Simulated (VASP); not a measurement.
**H: single point with PBE+D3(BJ)**

The system is H, in a box.

```xyz
1
Lattice="7.6672 0.0000 0.0000 0.0000 7.6672 0.0000 0.0000 0.0000 27.1123" Properties=species:S:1:pos:R:3 pbc="T T T"
H     1.9168    5.7504   14.8271
```

```
Program                : VASP 6.6.1
Task                   : single point
Functional             : PBE
Dispersion             : D3(BJ)
Potentials or basis    : VASP PAW PBE potentials, release 64 (H)
Cutoff                 : 520 eV
k mesh                 : 2 × 2 × 1
Occupations            : gaussian, width 0.05 eV
Spin                   : collinear spin, ferromagnetic start
Starting moments       : [1.0] μB
Dipole correction      : yes
Further INCAR settings : ALGO = Normal; EDIFF = 1e-06; NBANDS = 10
```

```yaml
Gap_between_the_frontier_levels: 7.30 eV
Net_moment: 1.00 μB per cell
Site_moments: H +0.38 μB
Valence_electrons_inside_the_program's_atomic_spheres: H 0.38
Dispersion_energy_per_atom: 0.000 eV
```

Levels at points of the mesh, in eV from the valence-band top:
Spin up:
| k point | band 1 | band 2 | band 3 | band 4 | band 5 |
| --- | --- | --- | --- | --- | --- |
| (0.00, 0.00, 0.00) | 0.00 | 7.30 | 7.59 | 7.66 | 8.08 |
| (0.50, 0.00, 0.00) | 0.00 | 7.64 | 7.91 | 8.07 | 8.28 |
| (0.50, 0.50, 0.00) | 0.00 | 8.00 | 8.00 | 8.46 | 8.60 |
Spin down:
| k point | band 1 | band 2 | band 3 | band 4 | band 5 |
| --- | --- | --- | --- | --- | --- |
| (0.00, 0.00, 0.00) | 7.59 | 7.76 | 7.84 | 8.39 | 8.44 |
| (0.50, 0.00, 0.00) | 8.21 | 8.23 | 8.39 | 8.40 | 8.44 |
| (0.50, 0.50, 0.00) | 8.85 | 8.85 | 8.85 | 8.88 | 9.03 |

Run time: 7.1 min on 1 thread of AMD EPYC 7R43 64-Core Processor (Zen 3), with other jobs on the host, peak memory 1.6 GiB.
